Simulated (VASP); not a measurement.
CuAu, 2 atoms in the cell. Symmetry: R-3m, No. 166, trigonal system. The conventional cell has a = 2.886 Å, b = 2.886 Å, c = 12.769 Å, α = 90.00°, β = 90.00°, γ = 120.00°. Cu (site symmetry -3m) has 6 Au at 2.70 Å and 6 Cu at 2.89 Å within 3.6 Å. Within 3.6 Å of Au (site symmetry -3m) lie 6 Cu at 2.70 Å and 6 Au at 2.89 Å. 

```yaml
Program: VASP 6.6.1
Task: single point
Functional: LDA
Potentials_or_basis: VASP PAW LDA potentials, release 64 (Cu, Au)
Cutoff: 600 eV
k_mesh: 7 × 7 × 7
Occupations: methfessel-paxton, width 0.05 eV
Spin: no spin polarisation
Dipole_correction: no
Further_INCAR_settings: ALGO = Normal; EDIFF = 1e-06; NBANDS = 18
```

Potentials or basis: VASP PAW LDA potentials, release 64 (Cu, Au).

Command:

```sh
$ cat potpaw_LDA.64/Cu/POTCAR potpaw_LDA.64/Au/POTCAR > POTCAR
$ mpirun -np 1 vasp_std > vasp.out
```

Hardware: 1 thread of Intel(R) Xeon(R) Platinum 8488C (Sapphire Rapids) (shared host).

Problem. Estimate the wall time of this run.

Solution. Wall time 40 s on 1 thread of Intel(R) Xeon(R) Platinum 8488C (Sapphire Rapids), with other jobs on the host, peak memory 0.22 GiB. Counts: scf iterations 13, k points 44.
